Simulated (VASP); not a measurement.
# CuI2 in VASP: further runs

CuI2 is run at these levels: PBE; tasks: single point.

Program: VASP 6.6.1. These are calculated values, not measurements. Logs are shortened: lines on timing, memory, paths and dates and some standing lists are left out, and cuts for length are marked.

## Step 1: The cell of the first run

The typed cell holds 3 atoms: a = 4.087 Å, b = 4.087 Å, c = 6.752 Å, α = 90.00°, β = 90.00°, γ = 120.00°.

## Step 2: Single point, PBE

Contents of INCAR:

```
PREC = Accurate
ENCUT = 520
EDIFF = 1E-6
ISMEAR = -1
SIGMA = 0.0284
LREAL = False
LASPH = True
NELM = 60
ALGO = Normal
ISIF = 2
LWAVE = False
LCHARG = True
GGA = PE
LELF = True
LVHAR = True
NBANDS = 20
```

Contents of KPOINTS:

```
Automatic mesh
0
Gamma
  10 10 5
```

Contents of POSCAR:

```
CuI2
1.0
    4.0870190000      0.0000000000      0.0000000000
   -2.0435100000      3.5394630000      0.0000000000
    0.0000000000      0.0000000000      6.7518420000
Cu I
1 2
Direct
    0.0000000000      0.0000000000      0.0000000000
    0.3333000000      0.6667000000      0.7576300000
    0.6667000000      0.3333000000      0.2423700000
```

Potentials or basis: VASP PAW PBE potentials, release 64 (Cu, I).

On the command line:

```sh
$ cat potpaw_PBE.64/Cu/POTCAR potpaw_PBE.64/I/POTCAR > POTCAR
$ mpirun -np 1 vasp_std > vasp.out
```

OUTCAR:

```text
PREC = Accurate
   ENCUT = 520
   EDIFF = 1E-6
   ISMEAR = -1
   LREAL = False
   LASPH = True
   NELM = 60
   ISIF = 2
   GGA = PE

 ion  position               nearest neighbor table
   1  0.000  0.000  0.000-   2 2.87   3 2.87   3 2.87   2 2.87   3 2.87   2 2.87
   2  0.333  0.667  0.758-   1 2.87   1 2.87   1 2.87
   3  0.667  0.333  0.242-   1 2.87   1 2.87   1 2.87

  LATTYP: Found a hexagonal cell.
 ALAT       =     4.0870190000
 C/A-ratio  =     1.6520211920

  Lattice vectors:

 A1 = (   4.0870190000,   0.0000000000,   0.0000000000)
 A2 = (  -2.0435100000,   3.5394630000,   0.0000000000)
 A3 = (   0.0000000000,   0.0000000000,   6.7518420000)

Analysis of symmetry for initial positions (statically):
=====================================================================
 Subroutine PRICEL returns:
 Original cell was already a primitive cell.

 Routine SETGRP: Setting up the symmetry group for a
 hexagonal supercell.

 Subroutine GETGRP returns: Found  4 space group operations
 (whereof  4 operations were pure point group operations)
 out of a pool of 24 trial point group operations.

The static configuration has the point symmetry C_2h.

Analysis of symmetry for dynamics (positions and initial velocities):
=====================================================================
 Subroutine PRICEL returns:
 Original cell was already a primitive cell.

 Routine SETGRP: Setting up the symmetry group for a
 hexagonal supercell.

 Subroutine GETGRP returns: Found  4 space group operations
 (whereof  4 operations were pure point group operations)
 out of a pool of 24 trial point group operations.

The dynamic configuration has the point symmetry C_2h.

 Subroutine INISYM returns: Found  4 space group operations
 (whereof  4 operations are pure point group operations),
 and found     1 'primitive' translations

----------------------------------------------------------------------------------------

                                     Primitive cell

  volume of cell :      97.6712

  direct lattice vectors                    reciprocal lattice vectors
     4.087019000  0.000000000  0.000000000     0.244677111  0.141264402  0.000000000
    -2.043510000  3.539463000  0.000000000     0.000000000  0.282528734  0.000000000
     0.000000000  0.000000000  6.751842000     0.000000000  0.000000000  0.148107731

  length of vectors
     4.087019000  4.087019874  6.751842000     0.282528794  0.282528734  0.148107731

  position of ions in fractional coordinates (direct lattice)
     0.000000000  0.000000000  0.000000000
     0.333300000  0.666700000  0.757630000
     0.666700000  0.333300000  0.242370000

  ion indices of the primitive-cell ions
   primitive index   ion index
                 1           1
                 2           2
                 3           3

----------------------------------------------------------------------------------------

 KPOINTS: Automatic mesh

Automatic generation of k-mesh.
 Grid dimensions read from file:
 generate k-points for:   10   10    5

 Generating k-lattice:

  Cartesian coordinates                     Fractional coordinates (reciprocal lattice)
     0.024467711  0.014126440  0.000000000     0.100000000  0.000000000  0.000000000
     0.000000000  0.028252873  0.000000000     0.000000000  0.100000000  0.000000000
     0.000000000  0.000000000  0.029621546     0.000000000  0.000000000  0.200000000

  Length of vectors
     0.028252879  0.028252873  0.029621546

  Shift w.r.t. Gamma in fractional coordinates (k-lattice)
     0.000000000  0.000000000  0.000000000

 Subroutine IBZKPT returns following result:
 ===========================================

 Found    141 irreducible k-points:

 Following reciprocal coordinates:
            Coordinates               Weight
  0.000000  0.000000  0.000000      1.000000
  0.100000  0.000000  0.000000      4.000000
 -0.100000  0.100000  0.000000      2.000000
  0.200000  0.000000  0.000000      4.000000
 -0.200000  0.200000  0.000000      2.000000
  0.300000  0.000000  0.000000      4.000000
[... 16 lines left out ...]
  0.200000  0.200000  0.000000      2.000000
 -0.200000  0.400000  0.000000      4.000000
 [... further k-points ...]
   k-points           NKPTS =    141   k-points in BZ     NKDIM =    141   number of bands    NBANDS=     20
   number of dos      NEDOS =    301   number of ions     NIONS =      3
   total plane-waves  NPLWV =  45000
   dimension x,y,z NGX =    30 NGY =   30 NGZ =   50
   dimension x,y,z NGXF=    60 NGYF=   60 NGZF=  100
   ions per type =               1   2
   NGX,Y,Z   is equivalent  to a cutoff of  12.20, 12.20, 12.31 a.u.
   NGXF,Y,Z  is equivalent  to a cutoff of  24.41, 24.41, 24.62 a.u.
 SYSTEM =  unknown system
   PREC   = accura    normal or accurate (medium, high low for compatibility)
   ISTART =      0    job   : 0-new  1-cont  2-samecut
   ICHARG =      2    charge: 1-file 2-atom 10-const
   ISPIN  =      1    spin polarized calculation?
   LNONCOLLINEAR =      F non collinear calculations
   LSORBIT =      F    spin-orbit coupling
   LASPH  =      T    aspherical Exc in radial PAW
   ENCUT  =  520.0 eV  38.22 Ry    6.18 a.u.   7.60  7.60 12.55*2*pi/ulx,y,z
   NELM   =     60;   NELMIN=  2; NELMDL= -5     # of ELM steps
   EDIFF  = 0.1E-05   stopping-criterion for ELM
   LREAL  =      F    real-space projection
   EDIFFG = 0.1E-04   stopping-criterion for IOM
   NSW    =      0    number of steps for IOM
   IBRION =     -1    ionic relax: 0-MD 1-quasi-New 2-CG
   NFREE  =      0    steps in history (QN), initial steepest desc. (CG)
   ISIF   =      2    stress and relaxation
   ISYM   =      2    0-nonsym 1-usesym 2-fastsym
   POTIM  = 0.5000    time-step for ionic-motion
   TEBEG  =    0.0;   TEEND  =   0.0 temperature during run
   PSTRESS=    0.0 pullay stress
   NELECT =      25.0000    total number of electrons
   NUPDOWN=      -1.0000    fix difference up-down
   EMIN   =  10.00;   EMAX   =-10.00  energy-range for DOS
   EFERMI =   0.00;   METHOD = LEGACY
   ISMEAR =    -1;   SIGMA  =   0.03  broadening in eV -4-tet -1-fermi 0-gaus
   EFERMI_NEDOS =   21; number of points for ismear=-14 and -15
   IALGO  =     38    algorithm
   IMIX   =      4    mixing-type and parameters
     AMIX     =   0.40;   BMIX     =  1.00
     AMIX_MAG =   1.60;   BMIX_MAG =  1.00
  volume/ion in A,a.u.               =      32.56       219.71
  Fermi-wavevector in a.u.,A,eV,Ry     =   1.039440  1.964257 14.700216  1.080435
  Thomas-Fermi vector in A             =   2.173970
   LORBIT       =      0    0 simple, 1 ext, 2 COOP (PROOUT), +10 PAW based schemes
   GGA     = PE    functional components
   LHFCALC =     F    Hartree Fock is set to
   AEXX    =    0.0000 exact exchange contribution
   IVDW    =     0    specifies the selected vdW correction
   LEPSILON=     F    determine dielectric tensor
   LRPA    =     F    only Hartree local field effects (RPA)
 non-spin polarized calculation
  energy-cutoff  :      520.00
  volume of cell :       97.67
 maximum number of plane-waves:      2659
   NGX = 15   NGY = 15   NGZ = 25

 number of electron      25.0000002 magnetization

 Free energy of the ion-electron system (eV)
  ---------------------------------------------------
  ext. energy  EPLUGINS =         0.00000000
  ---------------------------------------------------
  free energy    TOTEN  =        -6.78969109 eV

  energy without entropy =       -6.76822427  energy(sigma->0) =       -6.77895768

 E-fermi :   3.1576     XC(G=0):  -8.6901

 val. band max:        3.1491460150   @ k =  -0.4000  -0.1000   0.4000
 cond. band min:       3.1693206652   @ k =   0.3000   0.1000   0.2000
 fundamental gap:      0.0201746502
 Fermi energy:         3.1576296455

 k-point     1 :       0.0000    0.0000    0.0000
  band No.  band energies     occupation
      1      -9.5551      2.00000
      2      -8.7829      2.00000
      3      -1.0932      2.00000
      4       0.6639      2.00000
      5       0.6643      2.00000
      6       1.4177      2.00000
[... 12 lines left out ...]
     19      12.3696      0.00000
     20      12.3706      0.00000

 k-point     2 :       0.1000    0.0000    0.0000
  band No.  band energies     occupation
      1      -9.4982      2.00000
      2      -8.7554      2.00000
      3      -1.0094      2.00000
      4       0.5989      2.00000
      5       0.6727      2.00000
      6       1.3541      2.00000
[... 12 lines left out ...]
     19      11.7445      0.00000
     20      12.0481      0.00000

 k-point     3 :      -0.1000    0.1000    0.0000
  band No.  band energies     occupation
      1      -9.4982      2.00000
      2      -8.7554      2.00000
      3      -1.0094      2.00000
      4       0.5986      2.00000
      5       0.6730      2.00000
      6       1.3540      2.00000
[... 12 lines left out ...]
     19      11.7441      0.00000
     20      12.0478      0.00000

 k-point     4 :       0.2000    0.0000    0.0000
  band No.  band energies     occupation
      1      -9.3389      2.00000
      2      -8.6851      2.00000
      3      -0.7812      2.00000
      4       0.4110      2.00000
      5       0.6939      2.00000
      6       0.8534      2.00000
[... 12 lines left out ...]
     19      11.1433      0.00000
     20      12.2279      0.00000

 k-point     5 :      -0.2000    0.2000    0.0000
  band No.  band energies     occupation
      1      -9.3389      2.00000
      2      -8.6851      2.00000
      3      -0.7812      2.00000
      4       0.4109      2.00000
      5       0.6942      2.00000
      6       0.8530      2.00000
[... 12 lines left out ...]
     19      11.1430      0.00000
     20      12.2288      0.00000
[... 353 lines left out ...]
      6       0.6919      2.00000
[... 12 lines left out ...]
     19      12.1861      0.00000
     20      12.6941      0.00000

 k-point    22 :       0.5000    0.4000    0.0000
  band No.  band energies     occupation
      1      -8.7845      2.00000
      2      -8.5677      2.00000
      3      -1.0395      2.00000
      4      -0.0255      2.00000
      5       0.5572      2.00000
      6       0.6923      2.00000
[... 12 lines left out ...]
     19      12.1864      0.00000
     20      12.6945      0.00000

 k-point    23 :       0.2000    0.2000    0.0000
  band No.  band energies     occupation
      1      -8.9990      2.00000
      2      -8.5741      2.00000
      3      -0.5590      2.00000
      4       0.1296      2.00000
      5       0.2359      2.00000
      6       0.5948      2.00000
[... 12 lines left out ...]
     19      10.5916      0.00000
     20      12.5537      0.00000

 k-point    24 :      -0.2000    0.4000    0.0000
  band No.  band energies     occupation
      1      -8.9990      2.00000
      2      -8.5740      2.00000
      3      -0.5593      2.00000
      4       0.1296      2.00000
      5       0.2357      2.00000
      6       0.5952      2.00000
[... 12 lines left out ...]
     19      10.5914      0.00000
     20      12.5546      0.00000

 [... further k-points ...]

------------------------ aborting loop because EDIFF is reached ----------------------------------------

  FORCE on cell =-STRESS in cart. coord.  units (eV):
  Direction    XX          YY          ZZ          XY          YZ          ZX
  --------------------------------------------------------------------------------------
  -------------------------------------------------------------------------------------
  Total       -1.5414354     -1.5404553     -1.3018322      0.0008495     -0.0002850      0.0004937
  in kB      -25.2853863    -25.2693095    -21.3549859      0.0139354     -0.0046754      0.0080984
  external PRESSURE =     -23.9698939 kB  Pullay stress =       0.0000000 kB

 VOLUME and BASIS-vectors are now :
 -----------------------------------------------------------------------------
  energy-cutoff  :      520.00
  volume of cell :       97.67
      direct lattice vectors                 reciprocal lattice vectors
     4.087019000  0.000000000  0.000000000     0.244677111  0.141264402  0.000000000
    -2.043510000  3.539463000  0.000000000     0.000000000  0.282528734  0.000000000
     0.000000000  0.000000000  6.751842000     0.000000000  0.000000000  0.148107731

 POSITION                                       TOTAL-FORCE (eV/Angst)
 -----------------------------------------------------------------------------------
      0.00000      0.00000      0.00000        -0.000000      0.000000      0.000000
     -0.00020      2.35976      5.11540        -0.000066      0.000038      0.444571
      2.04371      1.17970      1.63644         0.000066     -0.000038     -0.444571
 -----------------------------------------------------------------------------------
    total drift:                                0.000000      0.000000      0.000000

  FREE ENERGIE OF THE ION-ELECTRON SYSTEM (eV)
  ---------------------------------------------------
  free  energy   TOTEN  =        -6.7896910878 eV

  energy  without entropy=       -6.7682242674  energy(sigma->0) =       -6.77895768
```

Wall time 2.3 min (1 thread of Intel Xeon 6975P-C (Granite Rapids), shared host); peak memory 0.4 GiB.

Results:

| Quantity | Value |
| --- | --- |
| Free energy | -6.7897 eV |
| Pressure | -2.4 GPa |
| Largest force | 0.445 eV/Å |
| Band gap on the k mesh | zero (an odd number of electrons rules out a gap without spin polarisation) |

Forces on the atoms (eV/Å):
```
Cu   0.000  0.000  0.000
I    0.000  0.000  0.445
I    0.000  0.000 -0.445
```

Stress tensor (GPa, compression positive):
```
-2.53  0.00  0.00
 0.00 -2.53  0.00
 0.00  0.00 -2.14
```

Levels at points of the mesh, in eV from the Fermi level:
```csv
k point,band 11,band 12,band 13,band 14,band 15,band 16
"(0.00, 0.00, 0.00)",-0.35,0.17,0.17,3.14,4.70,6.65
"(0.50, 0.00, 0.00)",-1.56,-0.32,0.15,3.06,5.21,5.82
"(0.50, 0.50, 0.00)",-1.56,-0.32,0.15,3.06,5.21,5.82
```

Caveat: spin-orbit coupling is left out, which moves the levels of the heavy elements; an odd number of electrons without spin polarisation forces a metal; a magnetic or distorted state may lie lower.

(Part 1 of 2 ends here.)
